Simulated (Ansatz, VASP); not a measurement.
ScH5 in VASP and in Ansatz

```
Sc H
1.0
     3.62779    0.00000    0.00000
     0.00000    3.62779    0.00000
     0.00000    0.00000    3.62779
Sc H
1 5
Direct
  0.50000 0.50000 0.50000
  0.19885 0.19885 0.19885
  0.80115 0.80115 0.19885
  0.80115 0.19885 0.80115
  0.19885 0.80115 0.80115
  0.00000 0.00000 0.00000
```

Alike in both runs: functional PBE; k mesh 4 × 4 × 4; occupations gaussian, width 0.1 eV; no spin polarisation.

Ansatz relaxed the structure, and its values are those at the end. VASP's run is a single point on that final structure, the one shown.

|  | VASP | Ansatz |
| --- | --- | --- |
| version | VASP 6.6.1 | Ansatz 0.2.0 |
| potentials or method | VASP PAW PBE potentials, release 64 (Sc_sv, H), cutoff 520 eV | scalar-relativistic, plane waves, PAW |
| valence electrons in the cell | 16 | 16 |

|  | VASP | Ansatz | Ansatz less VASP |
| --- | --- | --- | --- |
| gap on the k mesh at the Fermi level (eV) | 1.15 | 1.16 | +0.005 |
| least direct gap on the mesh (eV) | 1.15 | 1.16 | +0.005 |
| pressure (GPa) | 0.1 | 0.2 | +0.06 |
| rms of the force components (eV/Å) | 0.016 | 0.011 | -0.0048 |

The k mesh is coarse, so the values compare programs but aren't converged.
